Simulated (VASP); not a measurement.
# CaSe (P6_3/mmc) in VASP: further runs, part 2 of 2

VASP 6.6.1. The steps go on from the part before.

## Step 3: Vibrations by perturbation theory, PBEsol

This run uses another cell than the first one, of 30.99 Å³/atom.

File INCAR:

```
ALGO = Normal
EDIFF = 1E-8
ENCUT = 520
GGA = PS
IBRION = 8
ISIF = 2
ISMEAR = 0
LASPH = True
LCHARG = False
LEPSILON = True
LREAL = False
LWAVE = False
NBANDS = 24
NELM = 60
NSW = 1
PREC = Accurate
SIGMA = 0.01
```

File KPOINTS:

```
k-points
0
Gamma
  6 6 4
```

File POSCAR:

```
CaSe
1.0
    4.9640562491      0.0000000000      0.0000000000
   -2.4820281246      4.2989988175      0.0000000000
    0.0000000000      0.0000000000      5.8088608553
Ca Se
2 2
Direct
    0.3333333333      0.6666666667     -0.0624985761
    0.6666666667      0.3333333333      0.4375014239
    0.3333333333      0.6666666667      0.4374985761
    0.6666666667      0.3333333333      0.9374985761
```

Potentials or basis: VASP PAW PBE potentials, release 64 (Ca_sv, Se).

Started as:

```console
> cat potpaw_PBE.64/Ca_sv/POTCAR potpaw_PBE.64/Se/POTCAR > POTCAR
> mpirun -np 1 vasp_std > vasp.out
```

OUTCAR:

```text
EDIFF = 1E-8
   ENCUT = 520
   GGA = PS
   IBRION = 8
   ISIF = 2
   ISMEAR = 0
   LASPH = True
   LEPSILON = True
   LREAL = False
   NELM = 60
   NSW = 1
   PREC = Accurate

 ion  position               nearest neighbor table
   1  0.333  0.667  0.938-   4 2.87   4 2.87   4 2.87   3 2.90   3 2.90
   2  0.667  0.333  0.438-   3 2.87   3 2.87   3 2.87   4 2.90   4 2.90
   3  0.333  0.667  0.437-   2 2.87   2 2.87   2 2.87   1 2.90   1 2.90
   4  0.667  0.333  0.937-   1 2.87   1 2.87   1 2.87   2 2.90   2 2.90

  LATTYP: Found a hexagonal cell.
 ALAT       =     4.9640562491
 C/A-ratio  =     1.1701843339

  Lattice vectors:

 A1 = (   4.9640562491,   0.0000000000,   0.0000000000)
 A2 = (  -2.4820281246,   4.2989988175,   0.0000000000)
 A3 = (   0.0000000000,   0.0000000000,   5.8088608553)

Analysis of symmetry for initial positions (statically):
=====================================================================
 Subroutine PRICEL returns:
 Original cell was already a primitive cell.

 Routine SETGRP: Setting up the symmetry group for a
 hexagonal supercell.

 Subroutine GETGRP returns: Found 24 space group operations
 (whereof  6 operations were pure point group operations)
 out of a pool of 24 trial point group operations.

The static configuration has the point symmetry C_3v.
 The point group associated with its full space group is D_6h.

Analysis of symmetry for dynamics (positions and initial velocities):
=====================================================================
 Subroutine PRICEL returns:
 Original cell was already a primitive cell.

 Routine SETGRP: Setting up the symmetry group for a
 hexagonal supercell.

 Subroutine GETGRP returns: Found 24 space group operations
 (whereof  6 operations were pure point group operations)
 out of a pool of 24 trial point group operations.

The dynamic configuration has the point symmetry C_3v.
 The point group associated with its full space group is D_6h.

 Subroutine INISYM returns: Found 24 space group operations
 (whereof  6 operations are pure point group operations),
 and found     1 'primitive' translations

----------------------------------------------------------------------------------------

                                     Primitive cell

[... 797 lines left out ...]
     0.00000 -0.00462 -0.00000
     0.00000 -0.00000  0.02403

 MACROSCOPIC STATIC DIELECTRIC TENSOR (including local field effects in DFT)
 ------------------------------------------------------
           4.225850    -0.000000     0.000000
          -0.000000     4.225850     0.000000
          -0.000000     0.000000     5.184943
 ------------------------------------------------------

 PIEZOELECTRIC TENSOR (including local field effects)  for field in x, y, z        (e  Angst)
          XX          YY          ZZ          XY          YZ          ZX
  --------------------------------------------------------------------------------
  x     0.00000     0.00000     0.00000     0.00000     0.00000     0.00000
  y    -0.00000    -0.00000     0.00000     0.00000     0.00000     0.00000
  z     0.00000    -0.00000     0.00000     0.00000     0.00000     0.00000

 PIEZOELECTRIC TENSOR (including local field effects)  for field in x, y, z        (C/m^2)
          XX          YY          ZZ          XY          YZ          ZX
  --------------------------------------------------------------------------------
  x     0.00000     0.00000     0.00000     0.00000     0.00000     0.00000
  y    -0.00000    -0.00000     0.00000     0.00000     0.00000     0.00000
  z     0.00000    -0.00000     0.00000     0.00000     0.00000     0.00000

 BORN EFFECTIVE CHARGES (including local field effects) (in |e|, cummulative output)
 ---------------------------------------------------------------------------------
 ion    1
    1     1.90659    -0.00000     0.00000
    2    -0.00000     1.90659     0.00000
    3    -0.00000    -0.00000     2.48727
 ion    2
    1     1.90659    -0.00000     0.00000
    2    -0.00000     1.90659     0.00000
    3    -0.00000     0.00000     2.48727
 ion    3
    1    -1.90659     0.00000     0.00000
    2     0.00000    -1.90659     0.00000
    3     0.00000    -0.00000    -2.48727
 ion    4
    1    -1.90659     0.00000     0.00000
    2     0.00000    -1.90659     0.00000
    3     0.00000     0.00000    -2.48727

 INTERNAL STRAIN TENSOR FOR ION    4 for displacements in x,y,z  (eV/Angst):
          X           Y           Z          XY          YZ          ZX
  --------------------------------------------------------------------------------
  x    -0.00000     0.00000     0.00000     5.57736     0.00000     0.00000
  y     5.57736    -5.57736     0.00000     0.00000     0.00000     0.00000
  z    -0.00000     0.00000    -0.00000    -0.00000    -0.00000    -0.00000

 SECOND DERIVATIVES (NOT SYMMETRIZED)
 ------------------------------------
               1X          1Y          1Z          2X          2Y          2Z          3X          3Y          3Z          4X          4Y          4Z
  1X    -4.244986    0.000000    0.000000    0.287470   -0.000000    0.000000    0.422034   -0.000000    0.000000    3.535482   -0.000000    0.000000
  1Y     0.000000   -4.244986    0.000000   -0.000000    0.287470    0.000000   -0.000000    0.422034    0.000000   -0.000000    3.535482    0.000000
  1Z     0.000000   -0.000000   -4.463058    0.000000    0.000000    0.839388   -0.000000    0.000000    3.167476    0.000000    0.000000    0.456194
  2X     0.287470   -0.000000    0.000000   -4.244986    0.000000    0.000000    3.535482   -0.000000    0.000000    0.422034   -0.000000    0.000000
  2Y    -0.000000    0.287470    0.000000    0.000000   -4.244986    0.000000   -0.000000    3.535482    0.000000   -0.000000    0.422034    0.000000
  2Z     0.000000    0.000000    0.839388    0.000000   -0.000000   -4.463058    0.000000    0.000000    0.456194   -0.000000    0.000000    3.167476
  3X     0.425930   -0.000000    0.000000    3.493930   -0.000000    0.000000   -4.305096    0.000000    0.000000    0.385237   -0.000000    0.000000
  3Y    -0.000000    0.425930    0.000000   -0.000000    3.493930    0.000000    0.000000   -4.305096    0.000000   -0.000000    0.385237    0.000000
  3Z     0.000000    0.000000    3.147159    0.000000    0.000000    0.399970   -0.000000    0.000000   -4.919506   -0.000000   -0.000000    1.372376
  4X     3.493930   -0.000000    0.000000    0.425930   -0.000000    0.000000    0.385237   -0.000000    0.000000   -4.305096    0.000000    0.000000
  4Y    -0.000000    3.493930    0.000000   -0.000000    0.425930    0.000000   -0.000000    0.385237    0.000000    0.000000   -4.305096    0.000000
  4Z     0.000000    0.000000    0.399970    0.000000    0.000000    3.147159   -0.000000   -0.000000    1.372376   -0.000000    0.000000   -4.919506

 Eigenvectors and eigenvalues of the dynamical matrix
 ----------------------------------------------------

   1 f  =    6.276419 THz    39.435904 2PiTHz  209.358802 cm-1    25.957172 meV
             X         Y         Z           dx          dy          dz
     -0.000000  2.865999  5.445815     0.000000   -0.000000   -0.607598
      2.482028  1.433000  2.541385     0.000000   -0.000000    0.607598
     -0.000000  2.865999  2.541368    -0.000000    0.000000    0.361697
      2.482028  1.433000  5.445799    -0.000000    0.000000   -0.361697
[... 71 lines left out ...]
  12 f/i=    0.028910 THz     0.181645 2PiTHz    0.964321 cm-1     0.119561 meV
             X         Y         Z           dx          dy          dz
     -0.000000  2.865999  5.445815     0.000000   -0.000000    0.407394
      2.482028  1.433000  2.541385     0.000000   -0.000000    0.407394
     -0.000000  2.865999  2.541368     0.000000   -0.000000    0.577953
      2.482028  1.433000  5.445799     0.000000   -0.000000    0.577953

--------------------------------------------------------------------------------------------------------

 MACROSCOPIC STATIC DIELECTRIC TENSOR IONIC CONTRIBUTION
 ------------------------------------------------------
           2.694376    -0.000000    -0.000000
          -0.000000     2.694376    -0.000000
          -0.000000    -0.000000     5.037162
 ------------------------------------------------------

 ELASTIC MODULI CONTR FROM IONIC RELAXATION (kBar)
 Direction    XX          YY          ZZ          XY          YZ          ZX
 --------------------------------------------------------------------------------
 XX        -190.1716    190.1716     -0.0000      0.0000      0.0000     -0.0000
 YY         190.1716   -190.1716      0.0000      0.0000     -0.0000      0.0000
 ZZ          -0.0000      0.0000     -0.0000     -0.0000     -0.0000     -0.0000
 XY           0.0000      0.0000     -0.0000   -190.1716     -0.0000      0.0000
 YZ           0.0000     -0.0000     -0.0000     -0.0000     -0.0000     -0.0000
 ZX          -0.0000      0.0000     -0.0000      0.0000     -0.0000     -0.0000
 --------------------------------------------------------------------------------

 PIEZOELECTRIC TENSOR IONIC CONTR  for field in x, y, z        (C/m^2)
          XX          YY          ZZ          XY          YZ          ZX
  --------------------------------------------------------------------------------
  x     0.00000    -0.00000    -0.00000    -0.00000     0.00000     0.00000
  y    -0.00000     0.00000    -0.00000     0.00000     0.00000    -0.00000
  z     0.00000    -0.00000    -0.00000     0.00000    -0.00000    -0.00000
```

It took 38 min on 1 thread of Intel Xeon Platinum 8124M at 3.00GHz (Skylake/Cascade Lake), shared host; peak memory 0.65 GiB.

What came out:

| Item | Value |
| --- | --- |
| Electronic dielectric tensor (diagonal) | 4.23, 4.23, 5.18 |
| Born charges (mean of the diagonal) | Ca +2.10; Se -2.10 e |
| Highest phonon frequency at Γ, LO-TO splitting left out | 209 cm⁻¹ |

Phonon frequencies in cm⁻¹ (negative: imaginary):
```csv
q point,frequencies
"(0.000, 0.000, 0.000)",-1 0 0 83 83 118 192 200 200 201 201 209
```

Electronic dielectric tensor:
```
4.23 0.00 0.00
0.00 4.23 0.00
0.00 0.00 5.18
```

Born effective charge tensors (e):
atom 1, Ca
```
1.91 0.00 0.00
0.00 1.91 0.00
0.00 0.00 2.49
```
atom 2, Ca
```
1.91 0.00 0.00
0.00 1.91 0.00
0.00 0.00 2.49
```
atom 3, Se
```
-1.91  0.00  0.00
 0.00 -1.91  0.00
 0.00  0.00 -2.49
```
atom 4, Se
```
-1.91  0.00  0.00
 0.00 -1.91  0.00
 0.00  0.00 -2.49
```

Caveat: the structure was generated, so it needn't be the stable form of CaSe; the PAW data sets were made with another functional, which shifts forces and pressure a little.
